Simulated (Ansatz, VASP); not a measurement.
**CuCl in VASP and in Ansatz**

```xyz
2
Lattice="0.0000 2.6432 2.6432 2.6432 0.0000 2.6432 2.6432 2.6432 0.0000" Properties=species:S:1:pos:R:3 pbc="T T T"
Cu    0.0000    0.0000    0.0000
Cl    3.9648    3.9648    3.9648
```

Alike in both runs: task single point; functional PBEsol; k mesh 12 × 12 × 12; occupations gaussian, width 0.05 eV; no spin polarisation.

|  | VASP | Ansatz |
| --- | --- | --- |
| version | VASP 6.6.1 | Ansatz 0.2.0 |
| potentials or method | VASP PAW PBE potentials, release 64 (Cu, Cl), cutoff 600 eV | scalar-relativistic, plane waves, PAW |
| valence electrons in the cell | 18 | 26 |

|  | VASP | Ansatz | Ansatz less VASP |
| --- | --- | --- | --- |
| gap on the k mesh at the Fermi level (eV) | 0.56 | 0.56 | -0.003 |
| least direct gap on the mesh (eV) | 0.56 | 0.56 | -0.003 |
| pressure (GPa) | 0.4 | 0.1 | -0.28 |

VASP's potentials were made for PBE, not for PBEsol. The functional is the same, so the differences come from potentials, cutoffs and numerics. VASP's potentials hold 18 valence electrons a cell and Ansatz's 26, so a difference there can come from the potentials and not from the codes.
